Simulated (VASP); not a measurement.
Set up this calculation in VASP 6.6.1, as the native input.

```yaml
Task: single point
Functional: PBE
Potentials_or_basis: VASP PAW PBE potentials, release 64 (Si, B)
Cutoff: 520 eV
k_mesh: 12 × 12 × 10
Occupations: gaussian, width 0.1 eV
Spin: no spin polarisation
Dipole_correction: no
Further_INCAR_settings: ALGO = Normal; EDIFF = 1e-06; NBANDS = 18
```

The structure of Si4B lies in POSCAR:

```
Si4B
1.0
    4.9226479474      0.0000000000      0.0000000000
   -2.4613239737      4.2631381763      0.0000000000
    0.0000000000      0.0000000000      3.9287053527
Si B
4 1
Direct
    0.5000000000      0.0000000000      0.0000000000
    0.0000000000      0.5000000000      0.0000000000
    0.5000000000      0.5000000000      0.0000000000
    0.0000000000      0.0000000000      0.5000000000
    0.0000000000      0.0000000000      0.0000000000
```

The cell was built from a structure type or drawn by symmetry, and may not be a known phase.

The input as run:

INCAR

```
SYSTEM = Si4B
ALGO     = Normal         ! electronic algorithm
EDIFF    = 1E-6           ! SCF threshold, eV
ENCUT    = 520            ! plane-wave cutoff, eV
GGA      = PE             ! functional
ISIF     = 2              ! what is computed and relaxed
ISMEAR   = 0              ! smearing method
LASPH    = .True.         ! aspherical terms in the spheres
LCHARG   = .True.         ! write CHGCAR
LELF     = .True.         ! ELF
LREAL    = .False.        ! projectors in reciprocal space
LVHAR    = .True.       
LWAVE    = .False.        ! write WAVECAR
NBANDS   = 18             ! bands
NELM     = 100            ! most SCF steps
PREC     = Accurate       ! precision mode
SIGMA    = 0.1            ! smearing width, eV
```

KPOINTS

```
k-points
0
Gamma
  12 12 10
  0 0 0
```

Potentials or basis: VASP PAW PBE potentials, release 64 (Si, B).

Command:

```sh
$ cat potpaw_PBE.64/Si/POTCAR potpaw_PBE.64/B/POTCAR > POTCAR
$ mpirun -np 1 vasp_std > vasp.out
```

It gave:

```
Pressure               : 0.0 GPa
Band gap on the k mesh : zero (an odd number of electrons rules out a gap without spin polarisation)
```

Wall time 61 s on 1 thread of Intel(R) Xeon(R) 6975P-C (Granite Rapids) (shared host), peak memory 0.29 GiB.
